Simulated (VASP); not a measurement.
# ZnO (Cmcm) in VASP: notebook

The runs below take ZnO through single point, with PBE+D3(BJ).

Program: VASP 6.6.1. These are calculated values, not measurements. Logs are shortened: lines on timing, memory, paths and dates and some standing lists are left out, and cuts for length are marked.

## Step 1: The cell of the first run

It takes space group Cmcm (No. 63, orthorhombic). The conventional cell has a = 3.222 Å, b = 5.809 Å, c = 7.130 Å, α = 90.00°, β = 90.00°, γ = 90.00°. Zn (site symmetry m2m) has 3 O at 1.88 to 1.94 Å within 2.5 Å. O (site symmetry m2m) has 3 Zn at 1.88 to 1.94 Å within 2.5 Å.

## Step 2: Single point, PBE+D3(BJ) (strain -0.0200 x Voigt [1, -1, 0, 0, 0, 0])

INCAR

```
SYSTEM = ZnO
PREC = Accurate
ENCUT = 520
EDIFF = 1E-7
ISMEAR = 0
SIGMA = 0.05
LREAL = .False.
LASPH = .True.
NELM = 100
ALGO = Normal
ISIF = 2
LWAVE = .False.
LCHARG = .False.
GGA = PE
IVDW = 12
NBANDS = 26
```

KPOINTS

```
Automatic mesh
0
Gamma
  9 9 4
  0 0 0
```

POSCAR

```
ZnO
1.0
    3.2222078155      0.0000000000      0.0000000000
   -1.6111039077      2.9044123480      0.0000000000
    0.0000000000      0.0000000000      7.1304413500
Zn O
2 2
Direct
    0.0000000000      0.0000000000      0.7500000000
    0.0000000000      0.0000000000      0.2500000000
    0.3333333333      0.6666666667      0.2500000000
    0.6666666667      0.3333333333      0.7500000000
```

Potentials or basis: VASP PAW PBE potentials, release 64 (Zn, O).

Launch:

```bash
cat potpaw_PBE.64/Zn/POTCAR potpaw_PBE.64/O/POTCAR > POTCAR
mpirun -np 1 vasp_std > vasp.out
```

OUTCAR:

```text
SYSTEM = ZnO
   PREC = Accurate
   ENCUT = 520
   EDIFF = 1E-7
   ISMEAR = 0
   LREAL = .False.
   LASPH = .True.
   NELM = 100
   ISIF = 2
   GGA = PE
   IVDW = 12
 IVDW          = 12

 ion  position               nearest neighbor table
   1  0.000  0.000  0.750-   4 1.88   4 1.88   4 1.94
   2  0.000  0.000  0.250-   3 1.88   3 1.88   3 1.94
   3  0.333  0.667  0.250-   2 1.88   2 1.88   2 1.94
   4  0.667  0.333  0.750-   1 1.88   1 1.88   1 1.94

  LATTYP: Found a base centered orthorhombic cell.
 ALAT       =     3.2222078155
 B/A-ratio  =     1.8027467589
 C/A-ratio  =     2.2129054854

  Lattice vectors:

 A1 = (   1.6111039077,  -2.9044123480,   0.0000000000)
 A2 = (   1.6111039078,   2.9044123480,   0.0000000000)
 A3 = (   0.0000000000,   0.0000000000,   7.1304413500)

Analysis of symmetry for initial positions (statically):
=====================================================================
 Subroutine PRICEL returns:
 Original cell was already a primitive cell.

 Routine SETGRP: Setting up the symmetry group for a
 base centered orthorhombic supercell.

 Subroutine GETGRP returns: Found  8 space group operations
 (whereof  4 operations were pure point group operations)
 out of a pool of  8 trial point group operations.

The static configuration has the point symmetry C_2h.
 The point group associated with its full space group is D_2h.

Analysis of symmetry for dynamics (positions and initial velocities):
=====================================================================
 Subroutine PRICEL returns:
 Original cell was already a primitive cell.

 Routine SETGRP: Setting up the symmetry group for a
 base centered orthorhombic supercell.

 Subroutine GETGRP returns: Found  8 space group operations
 (whereof  4 operations were pure point group operations)
 out of a pool of  8 trial point group operations.

The dynamic configuration has the point symmetry C_2h.
 The point group associated with its full space group is D_2h.

 Subroutine INISYM returns: Found  8 space group operations
 (whereof  4 operations are pure point group operations),
 and found     1 'primitive' translations

----------------------------------------------------------------------------------------

                                     Primitive cell

  volume of cell :      66.7311

  direct lattice vectors                    reciprocal lattice vectors
     3.222207816  0.000000000  0.000000000     0.310346215  0.172151864  0.000000000
    -1.611103908  2.904412348  0.000000000     0.000000000  0.344303728  0.000000000
     0.000000000  0.000000000  7.130441350     0.000000000  0.000000000  0.140243773

  length of vectors
     3.222207816  3.321335106  7.130441350     0.354895812  0.344303728  0.140243773

  position of ions in fractional coordinates (direct lattice)
     0.000000000  0.000000000  0.750000000
     0.000000000  0.000000000  0.250000000
     0.333333333  0.666666667  0.250000000
     0.666666667  0.333333333  0.750000000

  ion indices of the primitive-cell ions
   primitive index   ion index
                 1           1
                 2           2
                 3           3
                 4           4

----------------------------------------------------------------------------------------

 KPOINTS: Automatic mesh

Automatic generation of k-mesh.
 Grid dimensions read from file:
 generate k-points for:    9    9    4

 Generating k-lattice:

  Cartesian coordinates                     Fractional coordinates (reciprocal lattice)
     0.034482913  0.019127985  0.000000000     0.111111111  0.000000000  0.000000000
     0.000000000  0.038255970  0.000000000     0.000000000  0.111111111  0.000000000
     0.000000000  0.000000000  0.035060943     0.000000000  0.000000000  0.250000000

  Length of vectors
     0.039432868  0.038255970  0.035060943

  Shift w.r.t. Gamma in fractional coordinates (k-lattice)
     0.000000000  0.000000000  0.000000000

 Subroutine IBZKPT returns following result:
 ===========================================

 Found     75 irreducible k-points:

 Following reciprocal coordinates:
            Coordinates               Weight
  0.000000  0.000000  0.000000      1.000000
  0.111111  0.000000  0.000000      4.000000
  0.222222  0.000000  0.000000      4.000000
  0.333333  0.000000  0.000000      4.000000
  0.444444  0.000000  0.000000      4.000000
  0.000000  0.111111  0.000000      2.000000
[... 16 lines left out ...]
  0.333333  0.333333  0.000000      2.000000
  0.000000  0.444444  0.000000      2.000000
 [... further k-points ...]
   k-points           NKPTS =     75   k-points in BZ     NKDIM =     75   number of bands    NBANDS=     26
   number of dos      NEDOS =    301   number of ions     NIONS =      4
   total plane-waves  NPLWV =  36288
   dimension x,y,z NGX =    24 NGY =   28 NGZ =   54
   dimension x,y,z NGXF=    48 NGYF=   56 NGZF=  108
   ions per type =               2   2
   NGX,Y,Z   is equivalent  to a cutoff of  12.38, 14.02, 12.59 a.u.
   NGXF,Y,Z  is equivalent  to a cutoff of  24.77, 28.03, 25.18 a.u.
 SYSTEM =  ZnO
   PREC   = accura    normal or accurate (medium, high low for compatibility)
   ISTART =      0    job   : 0-new  1-cont  2-samecut
   ICHARG =      2    charge: 1-file 2-atom 10-const
   ISPIN  =      1    spin polarized calculation?
   LNONCOLLINEAR =      F non collinear calculations
   LSORBIT =      F    spin-orbit coupling
   LASPH  =      T    aspherical Exc in radial PAW
   ENCUT  =  520.0 eV  38.22 Ry    6.18 a.u.   5.99  6.18 13.26*2*pi/ulx,y,z
   NELM   =    100;   NELMIN=  2; NELMDL= -5     # of ELM steps
   EDIFF  = 0.1E-06   stopping-criterion for ELM
   LREAL  =      F    real-space projection
   EDIFFG = 0.1E-05   stopping-criterion for IOM
   NSW    =      0    number of steps for IOM
   IBRION =     -1    ionic relax: 0-MD 1-quasi-New 2-CG
   NFREE  =      0    steps in history (QN), initial steepest desc. (CG)
   ISIF   =      2    stress and relaxation
   ISYM   =      2    0-nonsym 1-usesym 2-fastsym
   POTIM  = 0.5000    time-step for ionic-motion
   TEBEG  =    0.0;   TEEND  =   0.0 temperature during run
   PSTRESS=    0.0 pullay stress
   NELECT =      36.0000    total number of electrons
   NUPDOWN=      -1.0000    fix difference up-down
   EMIN   =  10.00;   EMAX   =-10.00  energy-range for DOS
   EFERMI =   0.00;   METHOD = LEGACY
   ISMEAR =     0;   SIGMA  =   0.05  broadening in eV -4-tet -1-fermi 0-gaus
   EFERMI_NEDOS =   21; number of points for ismear=-14 and -15
   IALGO  =     38    algorithm
   IMIX   =      4    mixing-type and parameters
     AMIX     =   0.40;   BMIX     =  1.00
     AMIX_MAG =   1.60;   BMIX_MAG =  1.00
  volume/ion in A,a.u.               =      16.68       112.58
  Fermi-wavevector in a.u.,A,eV,Ry     =   1.332702  2.518441 24.165220  1.776094
  Thomas-Fermi vector in A             =   2.461616
   LORBIT       =      0    0 simple, 1 ext, 2 COOP (PROOUT), +10 PAW based schemes
   GGA     = PE    functional components
   LHFCALC =     F    Hartree Fock is set to
   AEXX    =    0.0000 exact exchange contribution
   IVDW    =    12    specifies the selected vdW correction
   LEPSILON=     F    determine dielectric tensor
   LRPA    =     F    only Hartree local field effects (RPA)
 non-spin polarized calculation
 Gauss-broadening in eV      SIGMA  =   0.05
  energy-cutoff  :      520.00
  volume of cell :       66.73
 maximum number of plane-waves:      1818
   NGX = 11   NGY = 13   NGZ = 27

 number of electron      36.0000015 magnetization

 Free energy of the ion-electron system (eV)
  ---------------------------------------------------
  ext. energy  EPLUGINS =         0.00000000
  ---------------------------------------------------
  free energy    TOTEN  =       -16.93330179 eV

  energy without entropy =      -16.93330179  energy(sigma->0) =      -16.93330179

 E-fermi :  -0.4022     XC(G=0):  -8.9295

 val. band max:       -0.6946476769   @ k =   0.0000   0.0000   0.0000
 cond. band min:       0.0569123564   @ k =   0.0000   0.0000   0.0000
 fundamental gap:      0.7515600333
 Fermi energy:        -0.4021526785

 k-point     1 :       0.0000    0.0000    0.0000
  band No.  band energies     occupation
      1     -18.2276      2.00000
      2     -18.1474      2.00000
      3      -6.8772      2.00000
      4      -6.8658      2.00000
      5      -6.8614      2.00000
      6      -6.8523      2.00000
[... 18 lines left out ...]
     25      12.3888      0.00000
     26      12.6153      0.00000

 k-point     2 :       0.1111    0.0000    0.0000
  band No.  band energies     occupation
      1     -18.1700      2.00000
      2     -18.0945      2.00000
      3      -6.8937      2.00000
      4      -6.8828      2.00000
      5      -6.7880      2.00000
      6      -6.7733      2.00000
[... 18 lines left out ...]
     25      12.0150      0.00000
     26      12.2106      0.00000

 k-point     3 :       0.2222    0.0000    0.0000
  band No.  band energies     occupation
      1     -18.0209      2.00000
      2     -17.9585      2.00000
      3      -6.9107      2.00000
      4      -6.9046      2.00000
      5      -6.5518      2.00000
      6      -6.5367      2.00000
[... 18 lines left out ...]
     25      11.4736      0.00000
     26      12.6815      0.00000

 k-point     4 :       0.3333    0.0000    0.0000
  band No.  band energies     occupation
      1     -17.8444      2.00000
      2     -17.8016      2.00000
      3      -6.8254      2.00000
      4      -6.8236      2.00000
      5      -6.2263      2.00000
      6      -6.2128      2.00000
[... 18 lines left out ...]
     25      11.3228      0.00000
     26      12.4513      0.00000
[... 496 lines left out ...]
      1     -17.6988      2.00000
      2     -17.6831      2.00000
      3      -6.5488      2.00000
      4      -6.5424      2.00000
      5      -6.0494      2.00000
      6      -5.9582      2.00000
[... 18 lines left out ...]
     25      10.2180      0.00000
     26      11.0253      0.00000

 k-point    23 :       0.3333    0.3333    0.0000
  band No.  band energies     occupation
      1     -17.6519      2.00000
      2     -17.6510      2.00000
      3      -6.4438      2.00000
      4      -6.4293      2.00000
      5      -6.0213      2.00000
      6      -6.0091      2.00000
[... 18 lines left out ...]
     25       9.5817      0.00000
     26      10.0540      0.00000

 k-point    24 :       0.0000    0.4444    0.0000
  band No.  band energies     occupation
      1     -17.7598      2.00000
      2     -17.7368      2.00000
      3      -6.7195      2.00000
      4      -6.7069      2.00000
      5      -6.0956      2.00000
      6      -6.0938      2.00000
[... 18 lines left out ...]
     25      10.9753      0.00000
     26      13.2439      0.00000

 [... further k-points ...]

------------------------ aborting loop because EDIFF is reached ----------------------------------------

 Edisp (eV)   -0.62321

 E8    (eV) :    -0.2342

  FORCE on cell =-STRESS in cart. coord.  units (eV):
  Direction    XX          YY          ZZ          XY          YZ          ZX
  --------------------------------------------------------------------------------------
  -------------------------------------------------------------------------------------
  Total       1.16144    -2.18218    -0.67873    -0.00000    -0.00000     0.00000
  in kB      27.88554   -52.39287   -16.29590    -0.00000    -0.00000     0.00000
  external pressure =      -13.60 kB  Pullay stress =        0.00 kB

 VOLUME and BASIS-vectors are now :
 -----------------------------------------------------------------------------
  energy-cutoff  :      520.00
  volume of cell :       66.73
      direct lattice vectors                 reciprocal lattice vectors
     3.222207816  0.000000000  0.000000000     0.310346215  0.172151864  0.000000000
    -1.611103908  2.904412348  0.000000000     0.000000000  0.344303728  0.000000000
     0.000000000  0.000000000  7.130441350     0.000000000  0.000000000  0.140243773

 POSITION                                       TOTAL-FORCE (eV/Angst)
 -----------------------------------------------------------------------------------
      0.00000      0.00000      5.34783        -0.000000     -0.480657      0.000000
      0.00000      0.00000      1.78261         0.000000      0.480657     -0.000000
     -0.00000      1.93627      1.78261        -0.000000     -0.467453      0.000000
      1.61110      0.96814      5.34783         0.000000      0.467453     -0.000000
 -----------------------------------------------------------------------------------
    total drift:                               -0.000000      0.000000      0.000000

  FREE ENERGIE OF THE ION-ELECTRON SYSTEM (eV)
  ---------------------------------------------------
  free  energy   TOTEN  =       -17.5565147890 eV

  energy  without entropy=      -17.5565147890  energy(sigma->0) =      -17.55651479
```

Wall time 2 min (1 thread of Intel Xeon Platinum 8488C (Sapphire Rapids), shared host); peak memory 0.25 GiB.

What came out:

* Free energy: -17.5565 eV
* Pressure: -1.4 GPa
* Largest force: 0.481 eV/Å
* Band gap on the k mesh: 0.75 eV
* Dispersion energy per atom: -0.156 eV

Forces in eV/Å, atoms in the order of the input:
```
Zn   0.000 -0.481  0.000
Zn   0.000  0.481  0.000
O    0.000 -0.467  0.000
O    0.000  0.467  0.000
```

Caveat: the cell differs from its parent crystal (strain -0.0200 x Voigt [1, -1, 0, 0, 0, 0]); an odd mesh through Γ misses points on the zone boundary, where band edges can lie.

(Part 1 of 3 ends here.)
